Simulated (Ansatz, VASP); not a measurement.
# One calculation of ZnS, two programs

The input INCAR:

```
SYSTEM = ZnS
PREC = Accurate
ENCUT = 520
EDIFF = 1E-6
ISMEAR = 0
SIGMA = 0.01
LREAL = .FALSE.
LASPH = .TRUE.
NELM = 60
ALGO = Normal
ISIF = 2
LWAVE = .FALSE.
LCHARG = .FALSE.
GGA = PS
NBANDS = 26
```

File KPOINTS:

```
Automatic mesh
0
G
  6 6 4
  0 0 0
```

POSCAR

```
ZnS
1.0
    3.8054508206      0.0000000000      0.0000000000
   -1.9027254103      3.2956170835      0.0000000000
    0.0000000000      0.0000000000      6.2439930788
Zn S
2 2
Direct
    0.3333333333      0.6666666667      0.0003381272
    0.6666666667      0.3333333333      0.5003381272
    0.3333333333      0.6666666667      0.3746618728
    0.6666666667      0.3333333333      0.8746618728
```

Input for Ansatz:

```yaml
crystal:
  lattice:
    - [3.8054508206, 0.0, 0.0]
    - [-1.9027254103, 3.2956170835, 0.0]
    - [0.0, 0.0, 6.2439930788]
  atoms:
    - { symbol: Zn, position: [0.3333333333, 0.6666666667, 0.0003381272] }
    - { symbol: Zn, position: [0.6666666667, 0.3333333333, 0.5003381272] }
    - { symbol: S, position: [0.3333333333, 0.6666666667, 0.3746618728] }
    - { symbol: S, position: [0.6666666667, 0.3333333333, 0.8746618728] }
kpoints:
  mp_grid: { grid: [6, 6, 4] }
hamiltonian:
  xc: pbesol
scf:
  occupations: { method: fixed }
  n_extra_bands: 5
  max_iter: 51
output:
  forces: true
  stress: true
  eigenvalues: true
basis:
  ecutrho_ratio: 12
```

Alike in both runs: task single point; functional PBEsol; k mesh 6 × 6 × 4; no spin polarisation.

|  | VASP | Ansatz |
| --- | --- | --- |
| version | VASP 6.6.1 | Ansatz 0.2.0 |
| potentials or method | VASP PAW PBE potentials, release 64 (Zn, S) | plane waves |
| plane-wave cutoff (eV) | 520 | 420 |
| occupations | gaussian, width 0.01 eV | fixed |
| valence electrons in the cell | 36 | 36 |

Ansatz gave:

```
gap on the k mesh at the Fermi level (eV) : 2.08
pressure (GPa)                            : -1.4
```

Question: Estimate VASP's values.

Answer: gap on the k mesh at the Fermi level (eV): 2.08; pressure (GPa): -1.2.

VASP's potentials were made for PBE, not for PBEsol.
